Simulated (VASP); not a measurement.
Wanted: the native input for a VASP 6.6.1 run.

| Item | Value |
| --- | --- |
| Task | single point |
| Functional | r2SCAN |
| Potentials or basis | VASP PAW PBE potentials, release 64 (Ir) |
| Cutoff | 520 eV |
| k mesh | 14 × 14 × 14 |
| Occupations | methfessel-paxton, width 0.2 eV |
| Spin | no spin polarisation |
| Dipole correction | no |
| Further INCAR settings | ALGO = Normal; EDIFF = 1e-07; NBANDS = 10 |

Ir:

```
Ir
1.0
     0.00000    1.92285    1.92285
     1.92285    0.00000    1.92285
     1.92285    1.92285    0.00000
Ir
1
Direct
  0.00000 0.00000 0.00000
```

These files were run (other wordings do the same):

POSCAR

```
Ir
1.0
    0.0000000000      1.9228496764      1.9228496764
    1.9228496764      0.0000000000      1.9228496764
    1.9228496764      1.9228496764      0.0000000000
Ir
1
Direct
    0.0000000000      0.0000000000      0.0000000000
```

INCAR.step1

```
ALGO = Normal
EDIFF = 1E-4
ENCUT = 520
GGA = PE
ISMEAR = 1
LASPH = True
LCHARG = False
LREAL = False
LWAVE = True
NBANDS = 10
NELM = 100
PREC = Accurate
SIGMA = 0.2
```

INCAR.step2

```
ALGO = Normal
EDIFF = 1E-7
ENCUT = 520
ISIF = 2
ISMEAR = 1
ISTART = 1
LASPH = True
LCHARG = False
LMIXTAU = True
LREAL = False
LWAVE = False
METAGGA = R2SCAN
NBANDS = 10
NELM = 100
PREC = Accurate
SIGMA = 0.2
```

KPOINTS

```
k-points
0
Gamma
  14 14 14
```

Potentials or basis: VASP PAW PBE potentials, release 64 (Ir).

Command:

```console
$ cat potpaw_PBE.64/Ir/POTCAR > POTCAR
$ cp INCAR.step1 INCAR
$ mpirun -np 1 vasp_std > vasp.out
$ cp INCAR.step2 INCAR
$ mpirun -np 1 vasp_std > vasp.out
```

Results of the run:

The pressure is 2.2 GPa.

Caveat: the PAW data sets were made with another functional, which shifts forces and pressure a little.

Wall time 30 s on 1 thread of Intel(R) Xeon(R) Platinum 8488C (Sapphire Rapids) (shared host), peak memory 0.14 GiB.
